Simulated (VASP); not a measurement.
Here is a VASP 6.6.1 calculation.

The input INCAR:

```
ALGO = Normal
EDIFF = 1E-8
ENCUT = 520
GGA = PS
ISIF = 2
ISMEAR = -1
LASPH = T
LCHARG = F
LEFG = T
LREAL = F
LWAVE = F
NBANDS = 28
NELM = 60
PREC = Accurate
SIGMA = 0.05
```

KPOINTS

```
k-points
0
Gamma
  7 7 7
```

The input POSCAR:

```
SrTiO3
1.0
    3.9815880716      0.0000000000      0.0000000000
    0.0000000000      3.9815880716      0.0000000000
    0.0000000000      0.0000000000      3.9815880716
Sr Ti O
1 1 3
Direct
    0.0000000000      0.0000000000      0.0000000000
    0.5000000000      0.5000000000      0.5000000000
    0.0000000000      0.5000000000      0.5000000000
    0.5000000000      0.0000000000      0.5000000000
    0.5000000000      0.5000000000      0.0000000000
```

Potentials or basis: VASP PAW PBE potentials, release 64 (Sr_sv, Ti_sv, O).

The run is started by

```bash
$ cat potpaw_PBE.64/Sr_sv/POTCAR potpaw_PBE.64/Ti_sv/POTCAR potpaw_PBE.64/O/POTCAR > POTCAR
$ mpirun -np 1 vasp_std > vasp.out
```

**Question.** Predict the band gap on the k mesh.

**Answer.** 1.76 eV (least direct gap 2.09 eV).

**Question.** Predict the pressure.

**Answer.** -10.5 GPa.

Electric field gradients, principal values (V/Å²):
| atom | least | middle | greatest (by size) |
| --- | --- | --- | --- |
| 1 Sr | 0.000 | 0.000 | 0.000 |
| 2 Ti | 0.000 | 0.000 | 0.000 |
| 3 O | -7.590 | -7.590 | 15.180 |
| 4 O | -7.590 | -7.590 | 15.180 |
| 5 O | -7.590 | -7.590 | 15.180 |

Caveat: the cell stands under tension; without QUAD_EFG the Cq values of the log hold for a quadrupole moment of 1 mb, not for the nuclei; the PAW data sets were made with another functional, which shifts forces and pressure a little; an odd mesh through Γ misses points on the zone boundary, where band edges can lie.
